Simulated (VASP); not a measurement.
# Ag (Im-3m) in VASP: further runs

Runs on Ag. Level: r2SCAN. Tasks: single point.

All numbers are computed with VASP 6.6.1; they aren't measurements. Logs are shortened: lines on timing, memory, paths and dates and some standing lists are left out, and cuts for length are marked.

### 1 The cell of the first run

Symmetry: Im-3m, No. 229, cubic system. Conventional cell: a = 3.269 Å, b = 3.269 Å, c = 3.269 Å, α = 90.00°, β = 90.00°, γ = 90.00°. Within 3.7 Å of Ag (site symmetry m-3m) lie 14 Ag at 2.83 to 3.27 Å.

### 2 Single point, r2SCAN

POSCAR

```
Ag
1.0
   -1.6342676468      1.6342676468      1.6342676468
    1.6342676468     -1.6342676468      1.6342676468
    1.6342676468      1.6342676468     -1.6342676468
Ag
1
Direct
    0.0000000000      0.0000000000      0.0000000000
```

INCAR.step1

```
SYSTEM = Ag
PREC = Accurate ; ENCUT = 520
ISMEAR = 0 ; SIGMA = 0.15
LREAL = .False. ; LASPH = .True.
NELM = 60 ; NBANDS = 12
GGA = PE ; ALGO = Normal
EDIFF = 1E-4 ; LWAVE = .True.
LCHARG = .False.
```

INCAR.step2

```
SYSTEM = Ag
PREC = Accurate ; ENCUT = 520
EDIFF = 1E-7 ; ISMEAR = 0
SIGMA = 0.15 ; LREAL = .False.
LASPH = .True. ; NELM = 60
ALGO = Normal ; ISIF = 2
LWAVE = .False. ; LCHARG = .True.
METAGGA = R2SCAN ; LMIXTAU = .True.
LELF = .True. ; LVHAR = .True.
NBANDS = 12 ; ISTART = 1
```

KPOINTS

```
Automatic mesh
0
Gamma
  14 14 14
  0 0 0
```

Potentials or basis: VASP PAW PBE potentials, release 64 (Ag).

On the command line:

```console
cat potpaw_PBE.64/Ag/POTCAR > POTCAR
cp INCAR.step1 INCAR
mpirun -np 1 vasp_std > vasp.out
cp INCAR.step2 INCAR
mpirun -np 1 vasp_std > vasp.out
```

OUTCAR:

```text
SYSTEM = Ag
   PREC = Accurate
   ENCUT = 520
   EDIFF = 1E-7
   ISMEAR = 0
   LREAL = .False.
   LASPH = .True.
   NELM = 60
   ISIF = 2
   METAGGA = R2SCAN
   ISTART = 1

 ion  position               nearest neighbor table
   1  0.000  0.000  0.000-

  LATTYP: Found a body centered cubic cell.
 ALAT       =     3.2685352936

  Lattice vectors:

 A1 = (  -1.6342676468,   1.6342676468,   1.6342676468)
 A2 = (   1.6342676468,  -1.6342676468,   1.6342676468)
 A3 = (   1.6342676468,   1.6342676468,  -1.6342676468)

Analysis of symmetry for initial positions (statically):
=====================================================================
 Subroutine PRICEL returns:
 Original cell was already a primitive cell.

 Routine SETGRP: Setting up the symmetry group for a
 body centered cubic supercell.

 Subroutine GETGRP returns: Found 48 space group operations
 (whereof 48 operations were pure point group operations)
 out of a pool of 48 trial point group operations.

The static configuration has the point symmetry O_h .

Analysis of symmetry for dynamics (positions and initial velocities):
=====================================================================
 Subroutine PRICEL returns:
 Original cell was already a primitive cell.

 Routine SETGRP: Setting up the symmetry group for a
 body centered cubic supercell.

 Subroutine GETGRP returns: Found 48 space group operations
 (whereof 48 operations were pure point group operations)
 out of a pool of 48 trial point group operations.

The dynamic configuration has the point symmetry O_h .

 Subroutine INISYM returns: Found 48 space group operations
 (whereof 48 operations are pure point group operations),
 and found     1 'primitive' translations

----------------------------------------------------------------------------------------

                                     Primitive cell

  volume of cell :      17.4594

  direct lattice vectors                    reciprocal lattice vectors
    -1.634267647  1.634267647  1.634267647     0.000000000  0.305947438  0.305947438
     1.634267647 -1.634267647  1.634267647     0.305947438  0.000000000  0.305947438
     1.634267647  1.634267647 -1.634267647     0.305947438  0.305947438  0.000000000

  length of vectors
     2.830634597  2.830634597  2.830634597     0.432675017  0.432675017  0.432675017

  position of ions in fractional coordinates (direct lattice)
     0.000000000  0.000000000  0.000000000

  ion indices of the primitive-cell ions
   primitive index   ion index
                 1           1

[... 78 lines left out ...]
   ISYM   =      2    0-nonsym 1-usesym 2-fastsym
   POTIM  = 0.5000    time-step for ionic-motion
   TEBEG  =    0.0;   TEEND  =   0.0 temperature during run
   PSTRESS=    0.0 pullay stress
   NELECT =      11.0000    total number of electrons
   NUPDOWN=      -1.0000    fix difference up-down
   EMIN   =  10.00;   EMAX   =-10.00  energy-range for DOS
   EFERMI =   0.00;   METHOD = LEGACY
   ISMEAR =     0;   SIGMA  =   0.15  broadening in eV -4-tet -1-fermi 0-gaus
   EFERMI_NEDOS =   21; number of points for ismear=-14 and -15
   IALGO  =     38    algorithm
   IMIX   =      4    mixing-type and parameters
     AMIX     =   0.40;   BMIX     =  1.00
     AMIX_MAG =   1.60;   BMIX_MAG =  1.00
  volume/ion in A,a.u.               =      17.46       117.82
  Fermi-wavevector in a.u.,A,eV,Ry     =   1.403447  2.652129 26.798882  1.969662
  Thomas-Fermi vector in A             =   2.526108
   LORBIT       =      0    0 simple, 1 ext, 2 COOP (PROOUT), +10 PAW based schemes
   METAGGA = R2SCAN    functional components
   LHFCALC =     F    Hartree Fock is set to
   AEXX    =    0.0000 exact exchange contribution
   IVDW    =     0    specifies the selected vdW correction
   LEPSILON=     F    determine dielectric tensor
   LRPA    =     F    only Hartree local field effects (RPA)
 non-spin polarized calculation
 Gauss-broadening in eV      SIGMA  =   0.15
  energy-cutoff  :      520.00
  volume of cell :       17.46
 maximum number of plane-waves:       482
 NGX is ok and might be reduce to    24

 number of electron      11.0000003 magnetization

 Free energy of the ion-electron system (eV)
  ---------------------------------------------------
  ext. energy  EPLUGINS =         0.00000000
  ---------------------------------------------------
  free energy    TOTEN  =       -21.31754682 eV

  energy without entropy =      -21.31220228  energy(sigma->0) =      -21.31487455

 E-fermi :   8.1545     XC(G=0): -12.7997

 val. band max:        8.1029707230   @ k =  -0.3571   0.4286   0.1429
 cond. band min:       8.1792529935   @ k =   0.5000   0.0000   0.0000
 fundamental gap:      0.0762822705
 Fermi energy:         8.1544573719

 k-point     1 :       0.0000    0.0000    0.0000
  band No.  band energies     occupation
      1       0.3416      2.00000
      2       2.9441      2.00000
      3       2.9441      2.00000
      4       2.9441      2.00000
      5       4.2490      2.00000
      6       4.2490      2.00000
      7      26.7418      0.00000
      8      26.7418      0.00000
      9      26.7418      0.00000
     10      32.8518      0.00000
     11      32.8518      0.00000
     12      32.8518      0.00000
[... 331 lines left out ...]
 k-point    24 :       0.3571    0.2857   -0.0000
  band No.  band energies     occupation
      1       2.0925      2.00000
      2       2.7475      2.00000
      3       3.1700      2.00000
      4       4.2996      2.00000
      5       4.4752      2.00000
      6      12.0151      0.00000
      7      12.9714      0.00000
      8      14.6909      0.00000
      9      22.7663      0.00000
     10      29.8037      0.00000
     11      30.7858      0.00000
     12      37.1127      0.00000

 [... further k-points ...]
[... 5 lines left out ...]
  --------------------------------------------------------------------------------------
  -------------------------------------------------------------------------------------
  Total        0.0186854      0.0186854      0.0186854     -0.0000000      0.0000000     -0.0000000
  in kB        1.7146786      1.7146786      1.7146786     -0.0000000      0.0000000     -0.0000000
  external PRESSURE =       1.7146786 kB  Pullay stress =       0.0000000 kB

 VOLUME and BASIS-vectors are now :
 -----------------------------------------------------------------------------
  energy-cutoff  :      520.00
  volume of cell :       17.46
      direct lattice vectors                 reciprocal lattice vectors
    -1.634267647  1.634267647  1.634267647     0.000000000  0.305947438  0.305947438
     1.634267647 -1.634267647  1.634267647     0.305947438  0.000000000  0.305947438
     1.634267647  1.634267647 -1.634267647     0.305947438  0.305947438  0.000000000

 POSITION                                       TOTAL-FORCE (eV/Angst)
 -----------------------------------------------------------------------------------
      0.00000      0.00000      0.00000         0.000000     -0.000000      0.000000
 -----------------------------------------------------------------------------------
    total drift:                                0.000000      0.000000      0.000000

  FREE ENERGIE OF THE ION-ELECTRON SYSTEM (eV)
  ---------------------------------------------------
  free  energy   TOTEN  =       -21.3175468180 eV

  energy  without entropy=      -21.3122022826  energy(sigma->0) =      -21.31487455
```

OSZICAR.step1:

```text
N       E                     dE             d eps       ncg     rms          rms(c)
DAV:   1     0.525776786585E+02    0.52578E+02   -0.55269E+03  2560   0.823E+02
DAV:   2    -0.207117723580E+01   -0.54649E+02   -0.51480E+02  2912   0.193E+02
DAV:   3    -0.292002216068E+01   -0.84884E+00   -0.84798E+00  2924   0.255E+01
DAV:   4    -0.292256714767E+01   -0.25450E-02   -0.25449E-02  2844   0.145E+00
DAV:   5    -0.292258717756E+01   -0.20030E-04   -0.20030E-04  2792   0.117E-01    0.490E+00
DAV:   6    -0.268456973406E+01    0.23802E+00   -0.96186E-01  2756   0.871E+00    0.327E+00
DAV:   7    -0.267762653174E+01    0.69432E-02   -0.67933E-03  2828   0.792E-01    0.186E+00
DAV:   8    -0.267483585168E+01    0.27907E-02   -0.70667E-04  2776   0.203E-01    0.723E-02
DAV:   9    -0.267484497567E+01   -0.91240E-05   -0.71042E-06  1468   0.220E-02
   1 F= -.26748450E+01 E0= -.26717016E+01  d E =-.628674E-02
```

Wall time 69 s (1 thread of Intel Xeon Platinum 8488C (Sapphire Rapids), shared host); peak memory 0.15 GiB.

Results:

```yaml
Free_energy: -21.3175 eV
Pressure: 0.2 GPa
```

Levels at points of the mesh, in eV from the Fermi level:
```
           k point  band 2  band 3  band 4  band 5  band 6  band 7  band 8  band 9
(0.00, 0.00, 0.00)   -5.21   -5.21   -5.21   -3.91   -3.91   18.59   18.59   18.59
(0.50, 0.00, 0.00)   -5.98   -3.96   -3.79   -2.91    0.02    4.11   13.78   14.85
(0.50, 0.50, 0.50)   -6.62   -3.15   -3.15   -3.15    7.14    7.14    7.14   12.95
```

Caveat: the PAW data sets were made with another functional, which shifts forces and pressure a little.

### 3 Single point, r2SCAN

This run uses another cell than the first one: it holds 2 atoms, not 1.

POSCAR

```
Ag
1.0
    0.0000000000     -3.2685352936      0.0000000000
   -3.2685352936      0.0000000000      0.0000000000
    0.0000000000      0.0000000000     -3.2685352936
Ag
2
Direct
    0.5000000000      0.5000000000      0.5000000000
    0.0000000000      0.0000000000      0.0000000000
```

INCAR.step1

```
PREC     = Accurate       # precision mode
ENCUT    = 520            # plane-wave cutoff, eV
ISMEAR   = 0              # smearing method
SIGMA    = 0.15           # smearing width, eV
LREAL    = F              # projectors in reciprocal space
LASPH    = T              # aspherical terms in the spheres
NELM     = 100            # most SCF steps
NBANDS   = 18             # bands
GGA      = PE             # functional
ALGO     = Normal         # electronic algorithm
EDIFF    = 1E-4           # SCF threshold, eV
LWAVE    = T              # write WAVECAR
LCHARG   = F              # write CHGCAR
```

INCAR.step2

```
PREC     = Accurate       # precision mode
ENCUT    = 520            # plane-wave cutoff, eV
EDIFF    = 1E-6           # SCF threshold, eV
ISMEAR   = 0              # smearing method
SIGMA    = 0.15           # smearing width, eV
LREAL    = F              # projectors in reciprocal space
LASPH    = T              # aspherical terms in the spheres
NELM     = 100            # most SCF steps
ALGO     = Normal         # electronic algorithm
ISIF     = 2              # what is computed and relaxed
LWAVE    = F              # write WAVECAR
LCHARG   = F              # write CHGCAR
METAGGA  = R2SCAN         # meta-GGA
LMIXTAU  = T            
NBANDS   = 18             # bands
ISTART   = 1
```

KPOINTS

```
Automatic mesh
0
Gamma
  10 10 10
```

Potentials or basis: VASP PAW PBE potentials, release 64 (Ag).

On the command line:

```console
cat potpaw_PBE.64/Ag/POTCAR > POTCAR
cp INCAR.step1 INCAR
mpirun -np 1 vasp_std > vasp.out
cp INCAR.step2 INCAR
mpirun -np 1 vasp_std > vasp.out
```

Run time: 62 s. Hardware: 1 thread of Intel Xeon Platinum 8488C (Sapphire Rapids), shared host; peak memory 0.16 GiB.

It converged, with:

```
Free energy            : -42.6454 eV
Pressure               : -0.1 GPa
Band gap on the k mesh : zero (band 11 reaches 14.00 eV, above the bottom of band 12 at 6.12 eV)
```

Levels at points of the mesh, in eV from the Fermi level:
| k point | band 8 | band 9 | band 10 | band 11 | band 12 | band 13 | band 14 | band 15 |
| --- | --- | --- | --- | --- | --- | --- | --- | --- |
| (0.00, 0.00, 0.00) | -3.93 | -3.18 | -3.18 | -3.18 | 7.11 | 7.11 | 7.11 | 12.93 |
| (0.50, 0.00, 0.00) | -4.74 | -4.25 | -4.25 | -2.06 | -2.06 | 13.36 | 13.36 | 13.36 |
| (0.50, 0.50, 0.00) | -3.82 | -2.94 | -2.94 | 0.00 | 0.00 | 4.09 | 4.09 | 13.75 |
| (0.50, 0.50, 0.50) | -3.79 | -3.79 | -3.79 | 5.82 | 5.82 | 6.47 | 6.47 | 6.47 |

Caveat: the PAW data sets were made with another functional, which shifts forces and pressure a little.

### 4 Single point, r2SCAN

POSCAR

```
Ag
1.0
   -1.6342676468      1.6342676468      1.6342676468
    1.6342676468     -1.6342676468      1.6342676468
    1.6342676468      1.6342676468     -1.6342676468
Ag
1
Direct
    0.0000000000      0.0000000000      0.0000000000
```

INCAR.step1

```
PREC = Accurate ; ENCUT = 520
ISMEAR = 0 ; SIGMA = 0.1
LREAL = False ; LASPH = True
NELM = 80 ; NBANDS = 12
GGA = PE ; ALGO = Normal
EDIFF = 1E-4 ; LWAVE = True
LCHARG = False
```

INCAR.step2

```
PREC = Accurate ; ENCUT = 520
EDIFF = 1E-7 ; ISMEAR = 0
SIGMA = 0.1 ; LREAL = False
LASPH = True ; NELM = 80
ALGO = Normal ; ISIF = 2
LWAVE = False ; LCHARG = False
METAGGA = R2SCAN ; LMIXTAU = True
NBANDS = 12 ; ISTART = 1
```

KPOINTS

```
Automatic mesh
0
Gamma
  18 18 18
```

On the command line:

```console
cat potpaw_PBE.64/Ag/POTCAR > POTCAR
cp INCAR.step1 INCAR
mpirun -np 1 vasp_std > vasp.out
cp INCAR.step2 INCAR
mpirun -np 1 vasp_std > vasp.out
```

Run time: 61 s. Hardware: 1 thread of Intel Xeon 6975P-C (Granite Rapids), shared host; peak memory 0.17 GiB.

It converged, with:

| Quantity | Value |
| --- | --- |
| Free energy | -21.3204 eV |
| Pressure | 0.1 GPa |

Levels at points of the mesh, in eV from the Fermi level:
| k point | band 3 | band 4 | band 5 | band 6 | band 7 | band 8 | band 9 | band 10 |
| --- | --- | --- | --- | --- | --- | --- | --- | --- |
| (0.00, 0.00, 0.00) | -5.20 | -5.20 | -3.89 | -3.89 | 18.60 | 18.60 | 18.60 | 24.71 |
| (0.50, 0.00, 0.00) | -3.95 | -3.78 | -2.89 | 0.04 | 4.12 | 13.79 | 14.87 | 20.33 |
| (0.50, 0.50, 0.50) | -3.13 | -3.13 | -3.13 | 7.15 | 7.15 | 7.15 | 12.97 | 13.70 |

Caveat: the PAW data sets were made with another functional, which shifts forces and pressure a little.

### 5 Single point, r2SCAN

POSCAR

```
Ag
1.0
   -1.6342676483      1.6342676483      1.6342676483
    1.6342676483     -1.6342676483      1.6342676483
    1.6342676483      1.6342676483     -1.6342676483
Ag
1
Direct
    0.0000000000      0.0000000000      0.0000000000
```

INCAR.step1 is that of step 4.

INCAR.step2 is that of step 4.

KPOINTS is that of step 4.

Potentials or basis: VASP PAW PBE potentials, release 64 (Ag).

On the command line:

```console
cat potpaw_PBE.64/Ag/POTCAR > POTCAR
cp INCAR.step1 INCAR
mpirun -np 1 vasp_std > vasp.out
cp INCAR.step2 INCAR
mpirun -np 1 vasp_std > vasp.out
```

OUTCAR:

```text
PREC = Accurate
   ENCUT = 520
   EDIFF = 1E-7
   ISMEAR = 0
   LREAL = False
   LASPH = True
   NELM = 80
   ISIF = 2
   METAGGA = R2SCAN
   ISTART = 1

 ion  position               nearest neighbor table
   1  0.000  0.000  0.000-

  LATTYP: Found a body centered cubic cell.
 ALAT       =     3.2685352966

  Lattice vectors:

 A1 = (  -1.6342676483,   1.6342676483,   1.6342676483)
 A2 = (   1.6342676483,  -1.6342676483,   1.6342676483)
 A3 = (   1.6342676483,   1.6342676483,  -1.6342676483)
[... 530 lines left out ...]
      3       4.0954      2.00000
      4       4.1951      2.00000
      5       4.8246      2.00000
      6       8.2841      0.04528
      7      13.2528      0.00000
      8      20.4872      0.00000
      9      22.6943      0.00000
     10      28.7963      0.00000
     11      31.7314      0.00000
     12      32.8504      0.00000

 [... further k-points ...]
[... 5 lines left out ...]
  --------------------------------------------------------------------------------------
  -------------------------------------------------------------------------------------
  Total        0.0123968      0.0123968      0.0123968      0.0000000     -0.0000000     -0.0000000
  in kB        1.1376010      1.1376010      1.1376010      0.0000000     -0.0000000     -0.0000000
  external PRESSURE =       1.1376010 kB  Pullay stress =       0.0000000 kB

 VOLUME and BASIS-vectors are now :
 -----------------------------------------------------------------------------
  energy-cutoff  :      520.00
  volume of cell :       17.46
      direct lattice vectors                 reciprocal lattice vectors
    -1.634267648  1.634267648  1.634267648     0.000000000  0.305947438  0.305947438
     1.634267648 -1.634267648  1.634267648     0.305947438  0.000000000  0.305947438
     1.634267648  1.634267648 -1.634267648     0.305947438  0.305947438  0.000000000

 POSITION                                       TOTAL-FORCE (eV/Angst)
 -----------------------------------------------------------------------------------
      0.00000      0.00000      0.00000         0.000000      0.000000     -0.000000
 -----------------------------------------------------------------------------------
    total drift:                                0.000000      0.000000      0.000000

  FREE ENERGIE OF THE ION-ELECTRON SYSTEM (eV)
  ---------------------------------------------------
  free  energy   TOTEN  =       -21.3204399764 eV

  energy  without entropy=      -21.3182857841  energy(sigma->0) =      -21.31936288
```

OUTCAR.step1:

```text
PREC = Accurate
   ENCUT = 520
   ISMEAR = 0
   LREAL = False
   LASPH = True
   NELM = 80
[... 575 lines left out ...]

 POSITION                                       TOTAL-FORCE (eV/Angst)
 -----------------------------------------------------------------------------------
      0.00000      0.00000      0.00000        -0.000000      0.000000     -0.000000
 -----------------------------------------------------------------------------------
    total drift:                                0.000000      0.000000     -0.000000

  FREE ENERGIE OF THE ION-ELECTRON SYSTEM (eV)
  ---------------------------------------------------
  free  energy   TOTEN  =        -2.6774493401 eV

  energy  without entropy=       -2.6747016539  energy(sigma->0) =       -2.67607550
```

OSZICAR.step1:

```text
N       E                     dE             d eps       ncg     rms          rms(c)
DAV:   1     0.516602742450E+02    0.51660E+02   -0.54279E+03  4736   0.818E+02
DAV:   2    -0.211674229227E+01   -0.53777E+02   -0.51062E+02  5444   0.192E+02
DAV:   3    -0.292217593251E+01   -0.80543E+00   -0.80480E+00  5436   0.248E+01
DAV:   4    -0.292463921855E+01   -0.24633E-02   -0.24632E-02  5328   0.143E+00
DAV:   5    -0.292465897519E+01   -0.19757E-04   -0.19757E-04  5276   0.115E-01    0.490E+00
DAV:   6    -0.268718790690E+01    0.23747E+00   -0.96010E-01  5216   0.870E+00    0.327E+00
DAV:   7    -0.268022394502E+01    0.69640E-02   -0.68476E-03  5212   0.796E-01    0.186E+00
DAV:   8    -0.267744040567E+01    0.27835E-02   -0.70467E-04  5296   0.203E-01    0.734E-02
DAV:   9    -0.267744934013E+01   -0.89345E-05   -0.69354E-06  2752   0.216E-02
   1 F= -.26774493E+01 E0= -.26760755E+01  d E =-.274769E-02
```

It took 77 s on 1 thread of Intel Xeon 6975P-C, shared host; peak memory 0.17 GiB.

Results:

```yaml
Free_energy: -21.3204 eV
Pressure: 0.1 GPa
```

Levels at points of the mesh, in eV from the Fermi level:
| k point | band 2 | band 3 | band 4 | band 5 | band 6 | band 7 | band 8 | band 9 | band 10 | band 11 |
| --- | --- | --- | --- | --- | --- | --- | --- | --- | --- | --- |
| (0.00, 0.00, 0.00) | -5.20 | -5.20 | -5.20 | -3.89 | -3.89 | 18.60 | 18.60 | 18.60 | 24.71 | 24.71 |
| (0.50, 0.00, 0.00) | -5.96 | -3.95 | -3.78 | -2.89 | 0.04 | 4.12 | 13.79 | 14.87 | 20.33 | 21.55 |
| (0.50, 0.50, 0.50) | -6.61 | -3.13 | -3.13 | -3.13 | 7.15 | 7.15 | 7.15 | 12.97 | 13.70 | 13.70 |

Caveat: the PAW data sets were made with another functional, which shifts forces and pressure a little.

### 6 The runs side by side

| cell | k mesh | smearing | gap on the mesh (eV) | pressure (GPa) |
| --- | --- | --- | --- | --- |
| a = 2.831 Å, angles 109.5°, 1 atom | 14 × 14 × 14 | gaussian 0.15 eV | none | 0.2 |
| a = 3.269 Å, 2 atoms | 10 × 10 × 10 | gaussian 0.15 eV | none | -0.1 |
| a = 2.831 Å, angles 109.5°, 1 atom | 18 × 18 × 18 | gaussian 0.1 eV | none | 0.1 |

Alike in all rows: task single point; level r2SCAN; potentials or basis VASP PAW PBE potentials, release 64 (Ag); no spin polarisation; cutoff (eV) 520.

Caveats: the PAW data sets were made with another functional, which shifts forces and pressure a little.

Absolute energies hang on the potentials; compare differences alone.
